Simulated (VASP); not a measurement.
The system is Al2Cu.

```xyz
6
Lattice="-3.0262 3.0262 2.4416 3.0262 -3.0262 2.4416 3.0262 3.0262 -2.4416" Properties=species:S:1:pos:R:3 pbc="T T T"
Al    0.9606    3.9868    0.0000
Al    2.0655    0.9606    0.0000
Al    2.0655   -0.9606    2.4416
Al    0.9606    2.0655    2.4416
Cu    0.0000    0.0000    1.2208
Cu    0.0000    0.0000    3.6624
```

```yaml
Program: VASP 6.6.1
Task: relaxation of cell and atoms
Functional: PBEsol
Potentials_or_basis: VASP PAW PBE potentials, release 64 (Al, Cu)
Cutoff: 600 eV
k_mesh: 10 × 10 × 10
Occupations: gaussian, width 0.1 eV
Spin: no spin polarisation
```

At the start: pressure -3.0 GPa; volume 14.91 Å³/atom.

Q: How do energy, volume and symmetry change on relaxing?

A: Over 8 steps the energy falls by 4.1 meV/atom and the volume is 14.49 Å³/atom (-2.8 %); space group I4/mcm (No. 140, to 0.05 Å).

The path:
```csv
step,energy change (eV),largest force (eV/Å),pressure (GPa),volume (Å³)
1,0.0000,0.0648,-2.95,89.44
2,-0.0206,0.0082,1.28,85.93
3,-0.0244,0.0258,-0.02,86.90
4,-0.0243,0.0249,0.08,86.85
5,-0.0245,0.0140,0.09,86.86
6,-0.0245,0.0015,0.09,86.87
7,-0.0245,0.0012,-0.11,86.99
8,-0.0245,0.0013,0.00,86.93
```

Final structure:
```xyz
6
Lattice="-2.9994 2.9994 2.4157 2.9994 -2.9994 2.4157 2.9994 2.9994 -2.4157" Properties=species:S:1:pos:R:3 pbc="T T T"
Al    0.9557    3.9550    0.0000
Al    2.0437    0.9557    0.0000
Al    2.0437   -0.9557    2.4157
Al    0.9557    2.0437    2.4157
Cu    0.0000    0.0000    1.2078
Cu    0.0000    0.0000    3.6235
```

Caveat: the PAW data sets were made with another functional, which shifts forces and pressure a little.
